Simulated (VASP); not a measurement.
# Ta (P6_3/mmc) in VASP: notebook, part 2 of 2

VASP 6.6.1. The steps go on from the part before.

## 3. Single point, LDA

This run uses another cell than the first one, of the same volume but with other edges.

Contents of INCAR:

```
SYSTEM = Ta
PREC     = Accurate       ! precision mode
ENCUT    = 520            ! plane-wave cutoff, eV
EDIFF    = 1E-6           ! SCF threshold, eV
ISMEAR   = 0              ! smearing method
SIGMA    = 0.15           ! smearing width, eV
LREAL    = .False.        ! projectors in reciprocal space
LASPH    = .True.         ! aspherical terms in the spheres
NELM     = 100            ! most SCF steps
ALGO     = Fast           ! electronic algorithm
ISIF     = 2              ! what is computed and relaxed
LWAVE    = .False.        ! write WAVECAR
LCHARG   = .False.        ! write CHGCAR
NBANDS   = 18             ! bands
```

Contents of KPOINTS:

```
Automatic mesh
0
Gamma
  21 21 10
  0 0 0
```

Contents of POSCAR:

```
Ta
1.0
    2.7293546175      0.0000000000      0.0000000000
   -1.3646773087      2.3636904347      0.0000000000
    0.0000000000      0.0000000000      5.8339799629
Ta
2
Direct
    0.6666666667      0.3333333333      0.7500000000
    0.3333333333      0.6666666667      0.2500000000
```

Potentials or basis: VASP PAW LDA potentials, release 64 (Ta_pv).

Run with:

```sh
$ cat potpaw_LDA.64/Ta_pv/POTCAR > POTCAR
$ mpirun -np 1 vasp_std > vasp.out
```

OUTCAR:

```text
SYSTEM = Ta
   PREC = Accurate
   ENCUT = 520
   EDIFF = 1E-6
   ISMEAR = 0
   LREAL = .False.
   LASPH = .True.
   NELM = 100
   ISIF = 2

 ion  position               nearest neighbor table
   1  0.667  0.333  0.750-   2 3.32   2 3.32   2 3.32   2 3.32   2 3.32   2 3.32
   2  0.333  0.667  0.250-   1 3.32   1 3.32   1 3.32   1 3.32   1 3.32   1 3.32

  LATTYP: Found a hexagonal cell.
 ALAT       =     2.7293546175
 C/A-ratio  =     2.1374943093

  Lattice vectors:

 A1 = (   2.7293546175,   0.0000000000,   0.0000000000)
 A2 = (  -1.3646773087,   2.3636904347,   0.0000000000)
 A3 = (   0.0000000000,   0.0000000000,   5.8339799629)

Analysis of symmetry for initial positions (statically):
=====================================================================
 Subroutine PRICEL returns:
 Original cell was already a primitive cell.

 Routine SETGRP: Setting up the symmetry group for a
 hexagonal supercell.

 Subroutine GETGRP returns: Found 24 space group operations
 (whereof 12 operations were pure point group operations)
 out of a pool of 24 trial point group operations.

The static configuration has the point symmetry D_3d.
 The point group associated with its full space group is D_6h.

Analysis of symmetry for dynamics (positions and initial velocities):
=====================================================================
 Subroutine PRICEL returns:
 Original cell was already a primitive cell.

 Routine SETGRP: Setting up the symmetry group for a
 hexagonal supercell.

 Subroutine GETGRP returns: Found 24 space group operations
 (whereof 12 operations were pure point group operations)
 out of a pool of 24 trial point group operations.

The dynamic configuration has the point symmetry D_3d.
 The point group associated with its full space group is D_6h.

 Subroutine INISYM returns: Found 24 space group operations
 (whereof 12 operations are pure point group operations),
 and found     1 'primitive' translations

----------------------------------------------------------------------------------------
[... 113 lines left out ...]
     AMIX_MAG =   1.60;   BMIX_MAG =  1.00
  volume/ion in A,a.u.               =      18.82       126.99
  Fermi-wavevector in a.u.,A,eV,Ry     =   1.368812  2.586680 25.492516  1.873647
  Thomas-Fermi vector in A             =   2.494743
   LORBIT       =      0    0 simple, 1 ext, 2 COOP (PROOUT), +10 PAW based schemes
   GGA     = CA    functional components
   LHFCALC =     F    Hartree Fock is set to
   AEXX    =    0.0000 exact exchange contribution
   IVDW    =     0    specifies the selected vdW correction
   LEPSILON=     F    determine dielectric tensor
   LRPA    =     F    only Hartree local field effects (RPA)
 non-spin polarized calculation
 RMM-DIIS sequential band-by-band and
 Gauss-broadening in eV      SIGMA  =   0.15
  energy-cutoff  :      520.00
  volume of cell :       37.64
 maximum number of plane-waves:      1026
   NGX = 11   NGY = 11   NGZ = 21

 number of electron      22.0000004 magnetization

 Free energy of the ion-electron system (eV)
  ---------------------------------------------------
  ext. energy  EPLUGINS =         0.00000000
  ---------------------------------------------------
  free energy    TOTEN  =       -24.49468192 eV

  energy without entropy =      -24.46641005  energy(sigma->0) =      -24.48054598

 E-fermi :   5.4365     XC(G=0): -12.4875

 val. band max:        5.4337260498   @ k =   0.3333   0.2381   0.2000
 cond. band min:       5.4407385374   @ k =   0.1905   0.0952   0.1000
 fundamental gap:      0.0070124875
 Fermi energy:         5.4364920429

 k-point     1 :       0.0000    0.0000    0.0000
  band No.  band energies     occupation
      1     -28.8605      2.00000
      2     -28.4163      2.00000
      3     -27.6157      2.00000
      4     -27.6157      2.00000
      5     -27.5918      2.00000
      6     -27.5918      2.00000
[... 481 lines left out ...]
      5     -27.8720      2.00000
      6     -27.8401      2.00000
[... 10 lines left out ...]
     17      10.2232      0.00000
     18      11.6459      0.00000

 [... further k-points ...]

------------------------ aborting loop because EDIFF is reached ----------------------------------------

  FORCE on cell =-STRESS in cart. coord.  units (eV):
  Direction    XX          YY          ZZ          XY          YZ          ZX
  --------------------------------------------------------------------------------------
  -------------------------------------------------------------------------------------
  Total        2.1016021      2.1016021     -6.6383641      0.0000000     -0.0000000     -0.0000000
  in kB       89.4634360     89.4634360   -282.5895860      0.0000000     -0.0000000     -0.0000000
  external PRESSURE =     -34.5542380 kB  Pullay stress =       0.0000000 kB

 VOLUME and BASIS-vectors are now :
 -----------------------------------------------------------------------------
  energy-cutoff  :      520.00
  volume of cell :       37.64
      direct lattice vectors                 reciprocal lattice vectors
     2.729354617  0.000000000  0.000000000     0.366386982  0.211533622  0.000000000
    -1.364677309  2.363690435  0.000000000     0.000000000  0.423067245  0.000000000
     0.000000000  0.000000000  5.833979963     0.000000000  0.000000000  0.171409571

 POSITION                                       TOTAL-FORCE (eV/Angst)
 -----------------------------------------------------------------------------------
      1.36468      0.78790      4.37548        -0.000000     -0.000000      0.000000
     -0.00000      1.57579      1.45849         0.000000      0.000000      0.000000
 -----------------------------------------------------------------------------------
    total drift:                                0.000000     -0.000000      0.000000

  FREE ENERGIE OF THE ION-ELECTRON SYSTEM (eV)
  ---------------------------------------------------
  free  energy   TOTEN  =       -24.4946819188 eV

  energy  without entropy=      -24.4664100453  energy(sigma->0) =      -24.48054598
```

OSZICAR:

```text
N       E                     dE             d eps       ncg     rms          rms(c)
DAV:   1     0.171524182395E+03    0.17152E+03   -0.12865E+04 10392   0.126E+03
DAV:   2    -0.210556641776E+02   -0.19258E+03   -0.18914E+03 12802   0.354E+02
DAV:   3    -0.253724080716E+02   -0.43167E+01   -0.42467E+01 12398   0.500E+01
DAV:   4    -0.254071474684E+02   -0.34739E-01   -0.34674E-01 12226   0.452E+00
DAV:   5    -0.254073982465E+02   -0.25078E-03   -0.25075E-03 11874   0.376E-01    0.191E+01
RMM:   6    -0.247209406937E+02    0.68646E+00   -0.54998E-01 10574   0.549E+00    0.944E+00
RMM:   7    -0.244934848198E+02    0.22746E+00   -0.69939E-01 11682   0.575E+00    0.480E-01
RMM:   8    -0.244939442045E+02   -0.45938E-03   -0.42107E-02 12609   0.158E+00    0.441E-01
RMM:   9    -0.244949895632E+02   -0.10454E-02   -0.11016E-02 13089   0.659E-01    0.359E-01
RMM:  10    -0.244947682811E+02    0.22128E-03   -0.41144E-03 11249   0.492E-01    0.160E-01
RMM:  11    -0.244946687494E+02    0.99532E-04   -0.72165E-04 12582   0.207E-01    0.712E-02
RMM:  12    -0.244946878988E+02   -0.19149E-04   -0.17902E-04 14556   0.795E-02    0.122E-01
RMM:  13    -0.244946832966E+02    0.46022E-05   -0.15674E-05 12471   0.251E-02    0.928E-02
RMM:  14    -0.244946821896E+02    0.11070E-05   -0.38578E-06 10502   0.109E-02    0.717E-02
RMM:  15    -0.244946819188E+02    0.27075E-06   -0.63155E-07  6846   0.413E-03
   1 F= -.24494682E+02 E0= -.24480546E+02  d E =-.282719E-01
```

Wall time 2.2 min (1 thread of AMD EPYC 9R45 (Zen 5), shared host); peak memory 0.23 GiB.

What came out:

- Free energy: -24.4947 eV
- Pressure: -3.5 GPa
- Band gap on the k mesh: zero (bands 11 and 12 overlap by 2.87 eV)

Caveat: the cell stands under tension; spin-orbit coupling is left out, which moves the levels of the heavy elements.

## 4. Single point, LDA

This run uses another cell than the first one, of the same volume but with other edges.

Contents of INCAR:

```
SYSTEM = Ta
  PREC = Accurate
  ENCUT = 520
  EDIFF = 1E-6
  ISMEAR = 0
  SIGMA = 0.15
  LREAL = .False.
  LASPH = .True.
  NELM = 100
  ALGO = Fast
  ISIF = 2
  LWAVE = .False.
  LCHARG = .True.
  LELF = .True.
  LVHAR = .True.
  NBANDS = 18
```

Contents of KPOINTS:

```
regular mesh
0
Gamma
  21 21 10
  0 0 0
```

Contents of POSCAR:

```
Ta
1.0
    2.9821153548      0.0000000000      0.0000000000
   -1.4910576774      2.5825876543      0.0000000000
    0.0000000000      0.0000000000      4.8869285271
Ta
2
Direct
    0.6666666667      0.3333333333      0.7500000000
    0.3333333333      0.6666666667      0.2500000000
```

Run with:

```sh
$ cat potpaw_LDA.64/Ta_pv/POTCAR > POTCAR
$ mpirun -np 1 vasp_std > vasp.out
```

It took 2.3 min on 1 thread of AMD EPYC 9R45 (Zen 5), shared host; peak memory 0.23 GiB.

It converged, with:

```
Free energy            : -24.8854 eV
Pressure               : -11.4 GPa
Band gap on the k mesh : zero (bands 11 and 12 overlap by 2.08 eV)
```

Stress tensor (GPa, compression positive):
```
-14.96   0.00   0.00
  0.00 -14.96   0.00
  0.00   0.00  -4.23
```

Levels at points of the mesh, in eV from the Fermi level:
```
           k point  band 8  band 9  band 10  band 11  band 12  band 13  band 14  band 15
(0.00, 0.00, 0.00)   -4.72    0.21     0.33     0.33     0.68     1.09     1.09     2.12
(0.00, 0.00, 0.50)   -6.09   -0.75    -0.75     0.26     0.26     0.26     0.26     4.16
```

Caveat: the cell stands under tension; spin-orbit coupling is left out, which moves the levels of the heavy elements.

## 5. Single point, LDA

This run uses another cell than the first one, of the same volume but with other edges.

Contents of INCAR:

```
SYSTEM = Ta
PREC = Accurate
ENCUT = 520
EDIFF = 1E-7
ISMEAR = 0
SIGMA = 0.15
LREAL = .False.
LASPH = .True.
NELM = 60
ALGO = Fast
ISIF = 2
LWAVE = .False.
LCHARG = .False.
GGA = CA
NBANDS = 18
```

KPOINTS is that of step 4.

Contents of POSCAR:

```
Ta
1.0
    2.8096754255      0.0000000000      0.0000000000
   -1.4048377127      2.4332502948      0.0000000000
    0.0000000000      0.0000000000      5.5051931301
Ta
2
Direct
    0.6666666667      0.3333333333      0.7500000000
    0.3333333333      0.6666666667      0.2500000000
```

Run with:

```sh
$ cat potpaw_LDA.64/Ta_pv/POTCAR > POTCAR
$ mpirun -np 1 vasp_std > vasp.out
```

It took 2.4 min on 1 thread of AMD EPYC 9R45 (Zen 5), shared host; peak memory 0.24 GiB.

Results (log left out):

```yaml
Free_energy: -24.8636 eV
Pressure: -8.6 GPa
Band_gap_on_the_k_mesh: zero (bands 11 and 12 overlap by 2.60 eV)
```

Stress tensor (GPa, compression positive):
```
 -2.75   0.00   0.00
  0.00  -2.75   0.00
  0.00   0.00 -20.22
```

Levels at points of the mesh, in eV from the Fermi level:
| k point | band 7 | band 8 | band 9 | band 10 | band 11 | band 12 | band 13 | band 14 | band 15 | band 16 |
| --- | --- | --- | --- | --- | --- | --- | --- | --- | --- | --- |
| (0.00, 0.00, 0.00) | -8.01 | -5.13 | -1.45 | -0.61 | 0.73 | 0.73 | 1.09 | 1.09 | 3.74 | 3.74 |
| (0.00, 0.00, 0.50) | -6.46 | -6.46 | -1.65 | -1.65 | 0.82 | 0.82 | 0.82 | 0.82 | 4.65 | 4.65 |

Caveat: the cell stands under tension; spin-orbit coupling is left out, which moves the levels of the heavy elements.

## 6. Single point, LDA

This run uses another cell than the first one, of the same volume but with other edges.

Contents of INCAR:

```
SYSTEM = Ta
PREC = Accurate ; ENCUT = 520
EDIFF = 1E-6 ; ISMEAR = 0
SIGMA = 0.15 ; LREAL = .FALSE.
LASPH = .TRUE. ; NELM = 100
ALGO = Fast ; ISIF = 2
LWAVE = .FALSE. ; LCHARG = .FALSE.
GGA = CA ; NBANDS = 18
```

Contents of KPOINTS:

```
Automatic mesh
0
G
  21 21 10
  0 0 0
```

Contents of POSCAR:

```
Ta
1.0
    2.9401081346      0.0000000000      0.0000000000
   -1.4700540673      2.5462083345      0.0000000000
    0.0000000000      0.0000000000      5.0275715252
Ta
2
Direct
    0.6666666667      0.3333333333      0.7500000000
    0.3333333333      0.6666666667      0.2500000000
```

Potentials or basis: VASP PAW LDA potentials, release 64 (Ta_pv).

Run with:

```sh
$ cat potpaw_LDA.64/Ta_pv/POTCAR > POTCAR
$ mpirun -np 1 vasp_std > vasp.out
```

It took 1.8 min on 1 thread of AMD EPYC 9R45 (Zen 5), shared host; peak memory 0.24 GiB.

The run converged. Its results:

```yaml
Free_energy: -24.9491 eV
Pressure: -11.5 GPa
Band_gap_on_the_k_mesh: zero (bands 11 and 12 overlap by 2.18 eV)
```

Stress tensor (GPa, compression positive):
```
-14.05   0.00   0.00
  0.00 -14.05   0.00
  0.00   0.00  -6.36
```

Levels at points of the mesh, in eV from the Fermi level:
```
           k point  band 8  band 9  band 10  band 11  band 12  band 13  band 14  band 15
(0.00, 0.00, 0.00)   -4.77   -0.20     0.35     0.46     0.46     1.11     1.11     2.52
(0.00, 0.00, 0.50)   -6.17   -0.95    -0.95     0.46     0.46     0.46     0.46     4.23
```

Caveat: the cell stands under tension; spin-orbit coupling is left out, which moves the levels of the heavy elements.

## 7. Summary

```csv
cell,further INCAR settings,gap on the mesh (eV),pressure (GPa)
"a = 3.062, b = 3.062, c = 4.636 Å, angles 90.0, 90.0, 120.0°, 2 atoms",ALGO = Fast; EDIFF = 1e-07; NBANDS = 18,none,-10.7
"a = 2.729, b = 2.729, c = 5.834 Å, angles 90.0, 90.0, 120.0°, 2 atoms",ALGO = Fast; EDIFF = 1e-06; NBANDS = 18,none,-3.5
"a = 2.982, b = 2.982, c = 4.887 Å, angles 90.0, 90.0, 120.0°, 2 atoms",ALGO = Fast; EDIFF = 1e-06; NBANDS = 18,none,-11.4
"a = 2.810, b = 2.810, c = 5.505 Å, angles 90.0, 90.0, 120.0°, 2 atoms",ALGO = Fast; EDIFF = 1e-07; NBANDS = 18,none,-8.6
"a = 2.940, b = 2.940, c = 5.028 Å, angles 90.0, 90.0, 120.0°, 2 atoms",ALGO = Fast; EDIFF = 1e-06; NBANDS = 18,none,-11.5
```

Alike in all rows: task single point; level LDA; potentials or basis VASP PAW LDA potentials, release 64 (Ta_pv); no spin polarisation; k mesh 21 × 21 × 10; cutoff (eV) 520; smearing gaussian 0.15 eV.

Caveats: the cell stands under tension; spin-orbit coupling is left out, which moves the levels of the heavy elements.

Absolute energies hang on the potentials; compare differences alone.
